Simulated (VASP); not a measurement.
Runs of VASP 6.6.1 on KF (Carobbiite). The structure is that of space group Fm-3m (No. 225), or close to it. The cells are those of the table. 

| level | cell | k mesh | smearing | gap on the mesh (eV) | pressure (GPa) |
| --- | --- | --- | --- | --- | --- |
| PBE | a = 3.760, b = 3.774, c = 3.774 Å, angles 59.8, 60.1, 60.1°, 2 atoms | 4 × 4 × 4 | gaussian 0.01 eV | 6.20 | 1.7 |
| r2SCAN | a = 3.760 Å, angles 60.0°, 2 atoms | 8 × 8 × 8 | gaussian 0.01 eV | 6.91 | 0.0 |
| PBE | a = 3.794 Å, angles 60.0°, 2 atoms | 4 × 4 × 4 | gaussian 0.01 eV | 6.10 | 1.0 |
| PBE | a = 3.760 Å, angles 60.0°, 2 atoms | 4 × 4 × 4 | gaussian 0.01 eV | 6.24 | 2.0 |
| PBE | a = 3.948 Å, angles 60.0°, 2 atoms | 4 × 4 × 4 | gaussian 0.01 eV | 5.52 | -2.1 |
| PBE | a = 3.948 Å, angles 60.0°, 2 atoms | 8 × 8 × 8 | fermi-dirac 0.02 eV | 5.52 | -2.1 |
| r2SCAN | a = 3.794 Å, angles 60.0°, 2 atoms | 8 × 8 × 8 | gaussian 0.01 eV | 6.76 | (a) |
| PBE | a = 3.760, b = 3.774, c = 3.774 Å, angles 59.8, 60.1, 60.1°, 2 atoms | 8 × 8 × 8 | fermi-dirac 0.02 eV | 6.20 | 1.7 |
| r2SCAN | a = 3.760, b = 3.774, c = 3.774 Å, angles 59.8, 60.1, 60.1°, 2 atoms | 8 × 8 × 8 | gaussian 0.01 eV | (c) | -0.3 |
| PBE | a = 3.794 Å, angles 60.0°, 2 atoms | 8 × 8 × 8 | fermi-dirac 0.02 eV | 6.10 | 1.0 |
| r2SCAN | a = 3.948 Å, angles 60.0°, 2 atoms | 8 × 8 × 8 | gaussian 0.01 eV | (b) | -3.7 |
| PBE | a = 3.760 Å, angles 60.0°, 2 atoms | 8 × 8 × 8 | fermi-dirac 0.02 eV | 6.24 | 2.0 |

Alike in all rows: task single point; potentials or basis VASP PAW PBE potentials, release 64 (K_sv, F); no spin polarisation; cutoff (eV) 520.

Problem. Fill in the values left out.

Solution. (a) -0.9; (b) 6.18; (c) 6.87.

Caveats: some runs use coarse meshes; the PAW data sets were made with another functional, which shifts forces and pressure a little (some runs).

A k mesh can miss the band edges.
